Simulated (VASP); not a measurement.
# Ba (Im-3m) in VASP: notebook

Ba is run at these levels: PBE; tasks: single point.

Program: VASP 6.6.1. These are calculated values, not measurements. Logs are shortened: lines on timing, memory, paths and dates and some standing lists are left out, and cuts for length are marked.

### Step 1. The cell of the first run

The structure is cubic, space group Im-3m (No. 229). The conventional cell has a = 4.804 Å, b = 4.804 Å, c = 4.804 Å, α = 90.00°, β = 90.00°, γ = 90.00°. Ba (site symmetry m-3m) has 14 Ba at 4.16 to 4.80 Å within 5.5 Å.

### Step 2. Single point, PBE

The input, INCAR:

```
SYSTEM = Ba
PREC = Accurate ; ENCUT = 520
EDIFF = 1E-6 ; ISMEAR = -1
SIGMA = 0.1 ; LREAL = .False.
LASPH = .True. ; NELM = 100
ALGO = Normal ; ISIF = 2
LWAVE = .False. ; LCHARG = .False.
GGA = PE ; NBANDS = 11
```

The input, KPOINTS:

```
regular mesh
0
Gamma
  7 7 7
  0 0 0
```

The input, POSCAR:

```
Ba
1.0
   -2.4019387743      2.4019387743      2.4019387743
    2.4019387743     -2.4019387743      2.4019387743
    2.4019387743      2.4019387743     -2.4019387743
Ba
1
Direct
    0.0000000000      0.0000000000      0.0000000000
```

Potentials or basis: VASP PAW PBE potentials, release 64 (Ba_sv).

Command:

```sh
cat potpaw_PBE.64/Ba_sv/POTCAR > POTCAR
mpirun -np 1 vasp_std > vasp.out
```

OUTCAR:

```text
SYSTEM = Ba
   PREC = Accurate
   ENCUT = 520
   EDIFF = 1E-6
   ISMEAR = -1
   LREAL = .False.
   LASPH = .True.
   NELM = 100
   ISIF = 2
   GGA = PE

 ion  position               nearest neighbor table
   1  0.000  0.000  0.000-

  LATTYP: Found a body centered cubic cell.
 ALAT       =     4.8038775486

  Lattice vectors:

 A1 = (  -2.4019387743,   2.4019387743,   2.4019387743)
 A2 = (   2.4019387743,  -2.4019387743,   2.4019387743)
 A3 = (   2.4019387743,   2.4019387743,  -2.4019387743)

Analysis of symmetry for initial positions (statically):
=====================================================================
 Subroutine PRICEL returns:
 Original cell was already a primitive cell.

 Routine SETGRP: Setting up the symmetry group for a
 body centered cubic supercell.

 Subroutine GETGRP returns: Found 48 space group operations
 (whereof 48 operations were pure point group operations)
 out of a pool of 48 trial point group operations.

The static configuration has the point symmetry O_h .

Analysis of symmetry for dynamics (positions and initial velocities):
=====================================================================
 Subroutine PRICEL returns:
 Original cell was already a primitive cell.

 Routine SETGRP: Setting up the symmetry group for a
 body centered cubic supercell.

 Subroutine GETGRP returns: Found 48 space group operations
 (whereof 48 operations were pure point group operations)
 out of a pool of 48 trial point group operations.

The dynamic configuration has the point symmetry O_h .

 Subroutine INISYM returns: Found 48 space group operations
 (whereof 48 operations are pure point group operations),
 and found     1 'primitive' translations

----------------------------------------------------------------------------------------

                                     Primitive cell

  volume of cell :      55.4301

  direct lattice vectors                    reciprocal lattice vectors
    -2.401938774  2.401938774  2.401938774     0.000000000  0.208165173  0.208165173
     2.401938774 -2.401938774  2.401938774     0.208165173  0.000000000  0.208165173
     2.401938774  2.401938774 -2.401938774     0.208165173  0.208165173  0.000000000

  length of vectors
     4.160279994  4.160279994  4.160279994     0.294390011  0.294390011  0.294390011

  position of ions in fractional coordinates (direct lattice)
     0.000000000  0.000000000  0.000000000

  ion indices of the primitive-cell ions
[... 74 lines left out ...]
   NFREE  =      0    steps in history (QN), initial steepest desc. (CG)
   ISIF   =      2    stress and relaxation
   ISYM   =      2    0-nonsym 1-usesym 2-fastsym
   POTIM  = 0.5000    time-step for ionic-motion
   TEBEG  =    0.0;   TEEND  =   0.0 temperature during run
   PSTRESS=    0.0 pullay stress
   NELECT =      10.0000    total number of electrons
   NUPDOWN=      -1.0000    fix difference up-down
   EMIN   =  10.00;   EMAX   =-10.00  energy-range for DOS
   EFERMI =   0.00;   METHOD = LEGACY
   ISMEAR =    -1;   SIGMA  =   0.10  broadening in eV -4-tet -1-fermi 0-gaus
   EFERMI_NEDOS =   21; number of points for ismear=-14 and -15
   IALGO  =     38    algorithm
   IMIX   =      4    mixing-type and parameters
     AMIX     =   0.40;   BMIX     =  1.00
     AMIX_MAG =   1.60;   BMIX_MAG =  1.00
  volume/ion in A,a.u.               =      55.43       374.06
  Fermi-wavevector in a.u.,A,eV,Ry     =   0.925038  1.748068 11.642441  0.855695
  Thomas-Fermi vector in A             =   2.050849
   LORBIT       =      0    0 simple, 1 ext, 2 COOP (PROOUT), +10 PAW based schemes
   GGA     = PE    functional components
   LHFCALC =     F    Hartree Fock is set to
   AEXX    =    0.0000 exact exchange contribution
   IVDW    =     0    specifies the selected vdW correction
   LEPSILON=     F    determine dielectric tensor
   LRPA    =     F    only Hartree local field effects (RPA)
 non-spin polarized calculation
  energy-cutoff  :      520.00
  volume of cell :       55.43
 maximum number of plane-waves:      1503
   NGX = 15   NGY = 15   NGZ = 15

 number of electron      10.0000000 magnetization

 Free energy of the ion-electron system (eV)
  ---------------------------------------------------
  ext. energy  EPLUGINS =         0.00000000
  ---------------------------------------------------
  free energy    TOTEN  =        -1.89062141 eV

  energy without entropy =       -1.84402859  energy(sigma->0) =       -1.86732500

 E-fermi :   2.0853     XC(G=0):  -7.8290

 val. band max:        2.0418082453   @ k =  -0.4286   0.4286   0.2857
 cond. band min:       2.4021447396   @ k =   0.2857   0.2857   0.1429
 fundamental gap:      0.3603364943
 Fermi energy:         2.0852850021

 k-point     1 :       0.0000    0.0000    0.0000
  band No.  band energies     occupation
      1     -26.5860      2.00000
      2     -11.4441      2.00000
      3     -11.4441      2.00000
      4     -11.4441      2.00000
      5      -0.7010      2.00000
      6       4.0684      0.00000
      7       4.0684      0.00000
      8       4.0684      0.00000
      9       5.6488      0.00000
     10       5.6488      0.00000
     11       9.4078      0.00000
[... 253 lines left out ...]
 k-point    20 :      -0.4286    0.4286    0.4286
  band No.  band energies     occupation
      1     -26.4615      2.00000
      2     -11.9151      2.00000
      3     -11.8886      2.00000
      4     -11.8886      2.00000
      5       1.4738      1.99559
      6       1.5205      1.99298
      7       6.0153      0.00000
      8       6.0153      0.00000
      9       6.6009      0.00000
     10       7.1375      0.00000
     11       8.8014      0.00000

------------------------ aborting loop because EDIFF is reached ----------------------------------------

  FORCE on cell =-STRESS in cart. coord.  units (eV):
  Direction    XX          YY          ZZ          XY          YZ          ZX
  --------------------------------------------------------------------------------------
  -------------------------------------------------------------------------------------
  Total        0.5371212      0.5371212      0.5371212      0.0000000     -0.0000000      0.0000000
  in kB       15.5251948     15.5251948     15.5251948      0.0000000     -0.0000000      0.0000000
  external PRESSURE =      15.5251948 kB  Pullay stress =       0.0000000 kB

 VOLUME and BASIS-vectors are now :
 -----------------------------------------------------------------------------
  energy-cutoff  :      520.00
  volume of cell :       55.43
      direct lattice vectors                 reciprocal lattice vectors
    -2.401938774  2.401938774  2.401938774     0.000000000  0.208165173  0.208165173
     2.401938774 -2.401938774  2.401938774     0.208165173  0.000000000  0.208165173
     2.401938774  2.401938774 -2.401938774     0.208165173  0.208165173  0.000000000

 POSITION                                       TOTAL-FORCE (eV/Angst)
 -----------------------------------------------------------------------------------
      0.00000      0.00000      0.00000        -0.000000     -0.000000      0.000000
 -----------------------------------------------------------------------------------
    total drift:                                0.000000      0.000000     -0.000000

  FREE ENERGIE OF THE ION-ELECTRON SYSTEM (eV)
  ---------------------------------------------------
  free  energy   TOTEN  =        -1.8906214106 eV

  energy  without entropy=       -1.8440285936  energy(sigma->0) =       -1.86732500
```

stdout:

```text
POSCAR found type information on POSCAR Ba
 POSCAR found :  1 types and       1 ions
 scaLAPACK will be used
 LDA part: xc-table for (Slater+PW92), standard interpolation
 POSCAR, INCAR and KPOINTS ok, starting setup
 FFT: planning ... GRIDC
 FFT: planning ... GRID_SOFT
 FFT: planning ... GRID
 WAVECAR not read
 entering main loop
```

Run time: 8.9 s. Hardware: 1 thread of Intel Xeon Platinum 8375C at 2.90GHz (Ice Lake), shared host; peak memory 0.17 GiB.

What came out:

```yaml
Free_energy: -1.8906 eV
Pressure: 1.6 GPa
Band_gap_on_the_k_mesh: zero (band 5 reaches 2.40 eV, above the bottom of band 6 at 1.52 eV)
```

Caveat: spin-orbit coupling is left out, which moves the levels of the heavy elements.

### Step 3. Single point, PBE

This run uses another cell than the first one, of 57.95 Å³/atom, 1.045 times its volume.

The input, INCAR:

```
SYSTEM = Ba
ALGO = Normal ; EDIFF = 1E-6
ENCUT = 520 ; GGA = PE
ISIF = 2 ; ISMEAR = -1
LASPH = .True. ; LCHARG = .False.
LREAL = .False. ; LWAVE = .False.
NBANDS = 11 ; NELM = 80
PREC = Accurate ; SIGMA = 0.1
```

The input, KPOINTS:

```
k-points
0
Gamma
  7 7 7
  0 0 0
```

The input, POSCAR:

```
Ba
1.0
   -2.4377938929      2.4377938929      2.4377938929
    2.4377938929     -2.4377938929      2.4377938929
    2.4377938929      2.4377938929     -2.4377938929
Ba
1
Direct
    0.0000000000      0.0000000000      0.0000000000
```

Potentials or basis: VASP PAW PBE potentials, release 64 (Ba_sv).

Command:

```sh
cat potpaw_PBE.64/Ba_sv/POTCAR > POTCAR
mpirun -np 1 vasp_std > vasp.out
```

Run time: 9.5 s. Hardware: 1 thread of Intel Xeon Platinum 8375C at 2.90GHz (Ice Lake), shared host; peak memory 0.17 GiB.

The run converged. Its results:

```
Free energy            : -1.9105 eV
Pressure               : 1.0 GPa
Band gap on the k mesh : zero (band 5 reaches 2.23 eV, above the bottom of band 6 at 1.41 eV)
```

Levels at points of the mesh, in eV from the Fermi level:
| k point | band 3 | band 4 | band 5 | band 6 | band 7 | band 8 |
| --- | --- | --- | --- | --- | --- | --- |
| (0.00, 0.00, 0.00) | -13.63 | -13.63 | -2.78 | 1.93 | 1.93 | 1.93 |

Caveat: spin-orbit coupling is left out, which moves the levels of the heavy elements.

### Step 4. Single point, PBE

This run uses another cell than the first one, of 60.47 Å³/atom, 1.091 times its volume.

The input, INCAR:

```
ALGO = Normal ; EDIFF = 1E-7
ENCUT = 520 ; GGA = PE
ISIF = 2 ; ISMEAR = -1
LASPH = True ; LCHARG = False
LREAL = False ; LWAVE = False
NBANDS = 11 ; NELM = 60
PREC = Accurate ; SIGMA = 0.1
```

The input, KPOINTS:

```
k-points
0
Gamma
  7 7 7
```

The input, POSCAR:

```
Ba
1.0
   -2.4726242257      2.4726242257      2.4726242257
    2.4726242257     -2.4726242257      2.4726242257
    2.4726242257      2.4726242257     -2.4726242257
Ba
1
Direct
    0.0000000000      0.0000000000      0.0000000000
```

Potentials or basis: VASP PAW PBE potentials, release 64 (Ba_sv).

Command:

```sh
cat potpaw_PBE.64/Ba_sv/POTCAR > POTCAR
mpirun -np 1 vasp_std > vasp.out
```

OUTCAR:

```text
EDIFF = 1E-7
   ENCUT = 520
   GGA = PE
   ISIF = 2
   ISMEAR = -1
   LASPH = True
   LREAL = False
   NELM = 60
   PREC = Accurate

 ion  position               nearest neighbor table
   1  0.000  0.000  0.000-

  LATTYP: Found a body centered cubic cell.
 ALAT       =     4.9452484514

  Lattice vectors:

 A1 = (  -2.4726242257,   2.4726242257,   2.4726242257)
 A2 = (   2.4726242257,  -2.4726242257,   2.4726242257)
 A3 = (   2.4726242257,   2.4726242257,  -2.4726242257)

Analysis of symmetry for initial positions (statically):
=====================================================================
 Subroutine PRICEL returns:
 Original cell was already a primitive cell.

 Routine SETGRP: Setting up the symmetry group for a
 body centered cubic supercell.

 Subroutine GETGRP returns: Found 48 space group operations
 (whereof 48 operations were pure point group operations)
 out of a pool of 48 trial point group operations.

The static configuration has the point symmetry O_h .

Analysis of symmetry for dynamics (positions and initial velocities):
[... 157 lines left out ...]
 fundamental gap:      0.3005397758
 Fermi energy:         1.7775302867

 k-point     1 :       0.0000    0.0000    0.0000
  band No.  band energies     occupation
      1     -27.0279      2.00000
      2     -11.9531      2.00000
      3     -11.9531      2.00000
      4     -11.9531      2.00000
      5      -0.9845      2.00000
      6       3.6625      0.00000
      7       3.6625      0.00000
      8       3.6625      0.00000
      9       5.1197      0.00000
     10       5.1197      0.00000
     11       8.8398      0.00000
[... 253 lines left out ...]
 k-point    20 :      -0.4286    0.4286    0.4286
  band No.  band energies     occupation
      1     -26.9416      2.00000
      2     -12.3157      2.00000
      3     -12.2963      2.00000
      4     -12.2963      2.00000
      5       1.2942      1.98421
      6       1.3152      1.98054
      7       5.3734      0.00000
      8       5.3734      0.00000
      9       5.8439      0.00000
     10       6.4452      0.00000
     11       7.9141      0.00000

------------------------ aborting loop because EDIFF is reached ----------------------------------------

  FORCE on cell =-STRESS in cart. coord.  units (eV):
  Direction    XX          YY          ZZ          XY          YZ          ZX
  --------------------------------------------------------------------------------------
  -------------------------------------------------------------------------------------
  Total        0.1974771      0.1974771      0.1974771     -0.0000000      0.0000000     -0.0000000
  in kB        5.2323043      5.2323043      5.2323043     -0.0000000      0.0000000     -0.0000000
  external PRESSURE =       5.2323043 kB  Pullay stress =       0.0000000 kB

 VOLUME and BASIS-vectors are now :
 -----------------------------------------------------------------------------
  energy-cutoff  :      520.00
  volume of cell :       60.47
      direct lattice vectors                 reciprocal lattice vectors
    -2.472624226  2.472624226  2.472624226     0.000000000  0.202214309  0.202214309
     2.472624226 -2.472624226  2.472624226     0.202214309  0.000000000  0.202214309
     2.472624226  2.472624226 -2.472624226     0.202214309  0.202214309  0.000000000

 POSITION                                       TOTAL-FORCE (eV/Angst)
 -----------------------------------------------------------------------------------
      0.00000      0.00000      0.00000         0.000000     -0.000000     -0.000000
 -----------------------------------------------------------------------------------
    total drift:                               -0.000000      0.000000      0.000000

  FREE ENERGIE OF THE ION-ELECTRON SYSTEM (eV)
  ---------------------------------------------------
  free  energy   TOTEN  =        -1.9223186927 eV

  energy  without entropy=       -1.8754590334  energy(sigma->0) =       -1.89888886
```

It took 12 s on 1 thread of Intel Xeon Platinum 8375C at 2.90GHz (Ice Lake), shared host; peak memory 0.17 GiB.

What came out:

| Quantity | Value |
| --- | --- |
| Free energy | -1.9223 eV |
| Pressure | 0.5 GPa |
| Band gap on the k mesh | zero (band 5 reaches 2.06 eV, above the bottom of band 6 at 1.32 eV) |

Caveat: spin-orbit coupling is left out, which moves the levels of the heavy elements.

### Step 5. Single point, PBE

This run uses another cell than the first one, of 62.99 Å³/atom, 1.136 times its volume.

The input, INCAR:

```
ALGO = Normal
EDIFF = 1E-7
ENCUT = 520
GGA = PE
ISIF = 2
ISMEAR = -1
LASPH = True
LCHARG = False
LREAL = False
LWAVE = False
NBANDS = 11
NELM = 80
PREC = Accurate
SIGMA = 0.1
```

KPOINTS is that of step 4.

The input, POSCAR:

```
Ba
1.0
   -2.5065000000      2.5065000000      2.5065000000
    2.5065000000     -2.5065000000      2.5065000000
    2.5065000000      2.5065000000     -2.5065000000
Ba
1
Direct
    0.0000000000      0.0000000000      0.0000000000
```

Command:

```sh
cat potpaw_PBE.64/Ba_sv/POTCAR > POTCAR
mpirun -np 1 vasp_std > vasp.out
```

Wall time 10 s (1 thread of Intel Xeon Platinum 8375C at 2.90GHz (Ice Lake), shared host); peak memory 0.17 GiB.

It converged, with:

```yaml
Free_energy: -1.9274 eV
Pressure: 0.1 GPa
Band_gap_on_the_k_mesh: zero (band 5 reaches 1.92 eV, above the bottom of band 6 at 1.22 eV)
```

Levels at points of the mesh, in eV from the Fermi level:
| k point | band 2 | band 3 | band 4 | band 5 | band 6 | band 7 | band 8 | band 9 |
| --- | --- | --- | --- | --- | --- | --- | --- | --- |
| (0.00, 0.00, 0.00) | -13.83 | -13.83 | -13.83 | -2.75 | 1.84 | 1.84 | 1.84 | 3.24 |

Caveat: spin-orbit coupling is left out, which moves the levels of the heavy elements.

### Step 6. The runs side by side

```tsv
cell	gap on the mesh (eV)	pressure (GPa)
a = 4.160 Å, angles 109.5°, 1 atom	none	1.6
a = 4.222 Å, angles 109.5°, 1 atom	none	1.0
a = 4.283 Å, angles 109.5°, 1 atom	none	0.5
a = 4.341 Å, angles 109.5°, 1 atom	none	0.1
```

Alike in all rows: task single point; level PBE; potentials or basis VASP PAW PBE potentials, release 64 (Ba_sv); no spin polarisation; k mesh 7 × 7 × 7; cutoff (eV) 520; smearing fermi-dirac 0.1 eV.

Caveats: spin-orbit coupling is left out, which moves the levels of the heavy elements.

Total energies depend on the potentials used, so only differences within one code and one set of settings carry meaning.
